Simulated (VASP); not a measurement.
# Li (I4/mmm) in VASP: notebook

Li is run at these levels: PBEsol; tasks: single point.

Everything below comes from runs of VASP 6.6.1. Logs are shortened: lines on timing, memory, paths and dates and some standing lists are left out, and cuts for length are marked.

### 1 The cell of the first run

Symmetry: I4/mmm, No. 139, tetragonal system. Conventional cell: a = 3.780 Å, b = 3.780 Å, c = 3.640 Å, α = 90.00°, β = 90.00°, γ = 90.00°. Within 4.3 Å of Li (site symmetry 4/mmm) lie 14 Li at 3.23 to 3.78 Å.

### 2 Single point, PBEsol (strain +0.080 along x and y, +0.040 along z)

Input file INCAR:

```
SYSTEM = Li
PREC     = Accurate       ! precision mode
ENCUT    = 520            ! plane-wave cutoff, eV
EDIFF    = 1E-7           ! SCF threshold, eV
ISMEAR   = 0              ! smearing method
SIGMA    = 0.15           ! smearing width, eV
LREAL    = .False.        ! projectors in reciprocal space
LASPH    = .True.         ! aspherical terms in the spheres
NELM     = 80             ! most SCF steps
ALGO     = Normal         ! electronic algorithm
ISIF     = 2              ! what is computed and relaxed
LWAVE    = .False.        ! write WAVECAR
LCHARG   = .False.        ! write CHGCAR
GGA      = PS             ! functional
NBANDS   = 8              ! bands
```

Input file KPOINTS:

```
Automatic mesh
0
Gamma
  20 20 20
  0 0 0
```

Input file POSCAR:

```
Li
1.0
   -1.8900000000      1.8900000000      1.8200000000
    1.8900000000     -1.8900000000      1.8200000000
    1.8900000000      1.8900000000     -1.8200000000
Li
1
Direct
    0.0000000000      0.0000000000      0.0000000000
```

Potentials or basis: VASP PAW PBE potentials, release 64 (Li_sv).

The run is started by

```
> cat potpaw_PBE.64/Li_sv/POTCAR > POTCAR
> mpirun -np 1 vasp_std > vasp.out
```

OUTCAR:

```text
SYSTEM = Li
   PREC = Accurate
   ENCUT = 520
   EDIFF = 1E-7
   ISMEAR = 0
   LREAL = .False.
   LASPH = .True.
   NELM = 80
   ISIF = 2
   GGA = PS

 ion  position               nearest neighbor table
   1  0.000  0.000  0.000-

  LATTYP: Found a body centered tetragonal cell.
 ALAT       =     3.7800000000
 C/A-ratio  =     0.9629629630

  Lattice vectors:

 A1 = (  -1.8900000000,   1.8900000000,   1.8200000000)
 A2 = (   1.8900000000,  -1.8900000000,   1.8200000000)
 A3 = (   1.8900000000,   1.8900000000,  -1.8200000000)

Analysis of symmetry for initial positions (statically):
=====================================================================
 Subroutine PRICEL returns:
 Original cell was already a primitive cell.

 Routine SETGRP: Setting up the symmetry group for a
 body centered tetragonal supercell.

 Subroutine GETGRP returns: Found 16 space group operations
 (whereof 16 operations were pure point group operations)
 out of a pool of 16 trial point group operations.

The static configuration has the point symmetry D_4h.

Analysis of symmetry for dynamics (positions and initial velocities):
=====================================================================
 Subroutine PRICEL returns:
 Original cell was already a primitive cell.

 Routine SETGRP: Setting up the symmetry group for a
 body centered tetragonal supercell.

 Subroutine GETGRP returns: Found 16 space group operations
 (whereof 16 operations were pure point group operations)
 out of a pool of 16 trial point group operations.

The dynamic configuration has the point symmetry D_4h.

 Subroutine INISYM returns: Found 16 space group operations
 (whereof 16 operations are pure point group operations),
 and found     1 'primitive' translations

----------------------------------------------------------------------------------------

                                     Primitive cell

  volume of cell :      26.0049

  direct lattice vectors                    reciprocal lattice vectors
    -1.890000000  1.890000000  1.820000000     0.000000000  0.264550265  0.274725275
     1.890000000 -1.890000000  1.820000000     0.264550265  0.000000000  0.274725275
     1.890000000  1.890000000 -1.820000000     0.264550265  0.264550265  0.000000000

  length of vectors
     3.233666649  3.233666649  3.233666649     0.381393260  0.381393260  0.374130572

  position of ions in fractional coordinates (direct lattice)
     0.000000000  0.000000000  0.000000000

  ion indices of the primitive-cell ions
   primitive index   ion index
                 1           1

----------------------------------------------------------------------------------------

 KPOINTS: Automatic mesh

Automatic generation of k-mesh.
 Grid dimensions read from file:
 generate k-points for:   20   20   20

 Generating k-lattice:

  Cartesian coordinates                     Fractional coordinates (reciprocal lattice)
     0.000000000  0.013227513  0.013736264     0.050000000  0.000000000 -0.000000000
     0.013227513  0.000000000  0.013736264     0.000000000  0.050000000 -0.000000000
     0.013227513  0.013227513  0.000000000     0.000000000  0.000000000  0.050000000

  Length of vectors
     0.019069663  0.019069663  0.018706529

  Shift w.r.t. Gamma in fractional coordinates (k-lattice)
     0.000000000  0.000000000  0.000000000

 Subroutine IBZKPT returns following result:
 ===========================================

 Found    641 irreducible k-points:

 Following reciprocal coordinates:
            Coordinates               Weight
  0.000000  0.000000  0.000000      1.000000
  0.050000 -0.000000  0.000000      8.000000
  0.100000 -0.000000  0.000000      8.000000
  0.150000 -0.000000  0.000000      8.000000
  0.200000 -0.000000  0.000000      8.000000
  0.250000  0.000000 -0.000000      8.000000
[... 16 lines left out ...]
 -0.400000  0.050000 -0.000000     16.000000
 -0.350000  0.050000  0.000000     16.000000
 [... further k-points ...]
   k-points           NKPTS =    641   k-points in BZ     NKDIM =    641   number of bands    NBANDS=      8
   number of dos      NEDOS =    301   number of ions     NIONS =      1
   total plane-waves  NPLWV =  13824
   dimension x,y,z NGX =    24 NGY =   24 NGZ =   24
   dimension x,y,z NGXF=    48 NGYF=   48 NGZF=   48
   ions per type =               1
   NGX,Y,Z   is equivalent  to a cutoff of  12.34, 12.34, 12.34 a.u.
   NGXF,Y,Z  is equivalent  to a cutoff of  24.68, 24.68, 24.68 a.u.
 SYSTEM =  Li
   PREC   = accura    normal or accurate (medium, high low for compatibility)
   ISTART =      0    job   : 0-new  1-cont  2-samecut
   ICHARG =      2    charge: 1-file 2-atom 10-const
   ISPIN  =      1    spin polarized calculation?
   LNONCOLLINEAR =      F non collinear calculations
   LSORBIT =      F    spin-orbit coupling
   LASPH  =      T    aspherical Exc in radial PAW
   ENCUT  =  520.0 eV  38.22 Ry    6.18 a.u.   6.01  6.01  6.01*2*pi/ulx,y,z
   NELM   =     80;   NELMIN=  2; NELMDL= -5     # of ELM steps
   EDIFF  = 0.1E-06   stopping-criterion for ELM
   LREAL  =      F    real-space projection
   EDIFFG = 0.1E-05   stopping-criterion for IOM
   NSW    =      0    number of steps for IOM
   IBRION =     -1    ionic relax: 0-MD 1-quasi-New 2-CG
   NFREE  =      0    steps in history (QN), initial steepest desc. (CG)
   ISIF   =      2    stress and relaxation
   ISYM   =      2    0-nonsym 1-usesym 2-fastsym
   POTIM  = 0.5000    time-step for ionic-motion
   TEBEG  =    0.0;   TEEND  =   0.0 temperature during run
   PSTRESS=    0.0 pullay stress
   NELECT =       3.0000    total number of electrons
   NUPDOWN=      -1.0000    fix difference up-down
   EMIN   =  10.00;   EMAX   =-10.00  energy-range for DOS
   EFERMI =   0.00;   METHOD = LEGACY
   ISMEAR =     0;   SIGMA  =   0.15  broadening in eV -4-tet -1-fermi 0-gaus
   EFERMI_NEDOS =   21; number of points for ismear=-14 and -15
   IALGO  =     38    algorithm
   IMIX   =      4    mixing-type and parameters
     AMIX     =   0.40;   BMIX     =  1.00
     AMIX_MAG =   1.60;   BMIX_MAG =  1.00
  volume/ion in A,a.u.               =      26.00       175.49
  Fermi-wavevector in a.u.,A,eV,Ry     =   0.796948  1.506014  8.641426  0.635127
  Thomas-Fermi vector in A             =   1.903571
   LORBIT       =      0    0 simple, 1 ext, 2 COOP (PROOUT), +10 PAW based schemes
   GGA     = PS    functional components
   LHFCALC =     F    Hartree Fock is set to
   AEXX    =    0.0000 exact exchange contribution
   IVDW    =     0    specifies the selected vdW correction
   LEPSILON=     F    determine dielectric tensor
   LRPA    =     F    only Hartree local field effects (RPA)
 non-spin polarized calculation
 Gauss-broadening in eV      SIGMA  =   0.15
  energy-cutoff  :      520.00
  volume of cell :       26.00
 maximum number of plane-waves:       712
   NGX = 13   NGY = 13   NGZ = 13

 number of electron       2.9999994 magnetization

 Free energy of the ion-electron system (eV)
  ---------------------------------------------------
  ext. energy  EPLUGINS =         0.00000000
  ---------------------------------------------------
  free energy    TOTEN  =        -1.92139348 eV

  energy without entropy =       -1.91588587  energy(sigma->0) =       -1.91863968

 E-fermi :   0.0127     XC(G=0):  -6.4383

 val. band max:        0.0125458921   @ k =  -0.2500  -0.3000   0.1000
 cond. band min:       0.0156714428   @ k =  -0.3500   0.4000   0.2000
 fundamental gap:      0.0031255507
 Fermi energy:         0.0127313088

 k-point     1 :       0.0000    0.0000    0.0000
  band No.  band energies     occupation
      1     -46.3554      2.00000
      2      -3.2121      2.00000
      3      12.1867      0.00000
      4      12.1868      0.00000
      5      12.3915      0.00000
      6      15.9832      0.00000
      7      16.7656      0.00000
      8      16.7656      0.00000

 k-point     2 :       0.0500   -0.0000    0.0000
  band No.  band energies     occupation
      1     -46.3552      2.00000
      2      -3.1686      2.00000
      3      11.9763      0.00000
      4      12.0199      0.00000
      5      12.2457      0.00000
      6      15.7154      0.00000
      7      15.8659      0.00000
      8      16.7022      0.00000

 k-point     3 :       0.1000   -0.0000    0.0000
  band No.  band energies     occupation
      1     -46.3547      2.00000
      2      -3.0384      2.00000
      3      11.3292      0.00000
      4      11.4824      0.00000
      5      11.9720      0.00000
      6      14.8859      0.00000
      7      14.9248      0.00000
      8      16.5668      0.00000

 k-point     4 :       0.1500   -0.0000    0.0000
  band No.  band energies     occupation
      1     -46.3539      2.00000
      2      -2.8214      2.00000
      3      10.1765      0.00000
      4      10.9004      0.00000
      5      11.6294      0.00000
      6      14.1358      0.00000
      7      14.3499      0.00000
      8      16.4838      0.00000

 k-point     5 :       0.2000   -0.0000    0.0000
  band No.  band energies     occupation
      1     -46.3529      2.00000
      2      -2.5178      2.00000
      3       8.8322      0.00000
      4      10.3329      0.00000
      5      11.2440      0.00000
      6      13.4348      0.00000
      7      14.0947      0.00000
      8      16.6140      0.00000
[... 177 lines left out ...]
 k-point    22 :      -0.4500    0.0500   -0.0000
  band No.  band energies     occupation
      1     -46.3485      2.00000
      2      -0.1875      1.94089
      3       3.4251      0.00000
      4       8.5026      0.00000
      5       9.5755      0.00000
      6      12.1514      0.00000
      7      14.2065      0.00000
      8      18.9125      0.00000

 k-point    23 :      -0.4000    0.0500   -0.0000
  band No.  band energies     occupation
      1     -46.3491      2.00000
      2      -0.7927      2.00000
      3       4.4219      0.00000
      4       8.6799      0.00000
      5       9.7682      0.00000
      6      12.3598      0.00000
      7      14.1639      0.00000
      8      18.3217      0.00000

 k-point    24 :      -0.3500    0.0500    0.0000
  band No.  band energies     occupation
      1     -46.3500      2.00000
      2      -1.3697      2.00000
      3       5.5782      0.00000
      4       8.9518      0.00000
      5      10.0460      0.00000
      6      12.6640      0.00000
      7      14.1205      0.00000
      8      17.7292      0.00000

 [... further k-points ...]

------------------------ aborting loop because EDIFF is reached ----------------------------------------

  FORCE on cell =-STRESS in cart. coord.  units (eV):
  Direction    XX          YY          ZZ          XY          YZ          ZX
  --------------------------------------------------------------------------------------
  -------------------------------------------------------------------------------------
  Total       -0.3819704     -0.3819704     -0.3752801      0.0000000     -0.0000000      0.0000000
  in kB      -23.5334324    -23.5334324    -23.1212406      0.0000000     -0.0000000      0.0000000
  external PRESSURE =     -23.3960351 kB  Pullay stress =       0.0000000 kB

 VOLUME and BASIS-vectors are now :
 -----------------------------------------------------------------------------
  energy-cutoff  :      520.00
  volume of cell :       26.00
      direct lattice vectors                 reciprocal lattice vectors
    -1.890000000  1.890000000  1.820000000     0.000000000  0.264550265  0.274725275
     1.890000000 -1.890000000  1.820000000     0.264550265  0.000000000  0.274725275
     1.890000000  1.890000000 -1.820000000     0.264550265  0.264550265  0.000000000

 POSITION                                       TOTAL-FORCE (eV/Angst)
 -----------------------------------------------------------------------------------
      0.00000      0.00000      0.00000         0.000000     -0.000000      0.000000
 -----------------------------------------------------------------------------------
    total drift:                                0.000000      0.000000     -0.000000

  FREE ENERGIE OF THE ION-ELECTRON SYSTEM (eV)
  ---------------------------------------------------
  free  energy   TOTEN  =        -1.9213934784 eV

  energy  without entropy=       -1.9158858743  energy(sigma->0) =       -1.91863968
```

Wall time 100 s (1 thread of Intel Xeon 8259CL, shared host); peak memory 0.21 GiB.

Results:

```yaml
Free_energy: -1.9214 eV
Band_gap_on_the_k_mesh: zero (an odd number of electrons rules out a gap without spin polarisation)
```

Caveat: the cell differs from its parent crystal (strain +0.080 along x and y, +0.040 along z); the cutoff is under 1.25 times the usual one of these potentials, so pressure, stress and relaxed cells hold a basis-set (Pulay) error; the PAW data sets were made with another functional, which shifts forces and pressure a little.

### 3 Single point, PBEsol (strain +0.000 along x and y, +0.040 along z)

Input file INCAR:

```
ALGO = Normal ; EDIFF = 1E-6
ENCUT = 520 ; GGA = PS
ISIF = 2 ; ISMEAR = 0
LASPH = T ; LCHARG = T
LELF = T ; LREAL = F
LVHAR = T ; LWAVE = F
NBANDS = 8 ; NELM = 60
PREC = Accurate ; SIGMA = 0.15
```

Input file KPOINTS:

```
k-points
0
Gamma
  20 20 20
```

Input file POSCAR:

```
Li
1.0
   -1.7500000000      1.7500000000      1.8200000000
    1.7500000000     -1.7500000000      1.8200000000
    1.7500000000      1.7500000000     -1.8200000000
Li
1
Direct
    0.0000000000      0.0000000000      0.0000000000
```

Potentials or basis: VASP PAW PBE potentials, release 64 (Li_sv).

The run is started by

```
> cat potpaw_PBE.64/Li_sv/POTCAR > POTCAR
> mpirun -np 1 vasp_std > vasp.out
```

Run time: 2.7 min. Hardware: 1 thread of AMD EPYC 7R13, shared host; peak memory 0.17 GiB.

The run converged. Its results:

| Item | Value |
| --- | --- |
| Free energy | -1.9616 eV |
| Band gap on the k mesh | zero (an odd number of electrons rules out a gap without spin polarisation) |

Levels at points of the mesh, in eV from the Fermi level:
```tsv
k point	band 1	band 2	band 3	band 4	band 5	band 6
(0.00, 0.00, 0.00)	-46.09	-3.44	13.55	13.71	13.71	17.92
(0.50, 0.00, 0.00)	-46.08	0.20	2.88	9.88	11.34	13.07
(0.50, 0.50, 0.00)	-46.08	0.37	3.11	9.39	10.66	12.36
(0.50, 0.50, 0.50)	-46.07	4.66	5.46	5.46	7.06	7.61
```

Caveat: the cell differs from its parent crystal (strain +0.000 along x and y, +0.040 along z); the cutoff is under 1.25 times the usual one of these potentials, so pressure, stress and relaxed cells hold a basis-set (Pulay) error; the PAW data sets were made with another functional, which shifts forces and pressure a little.
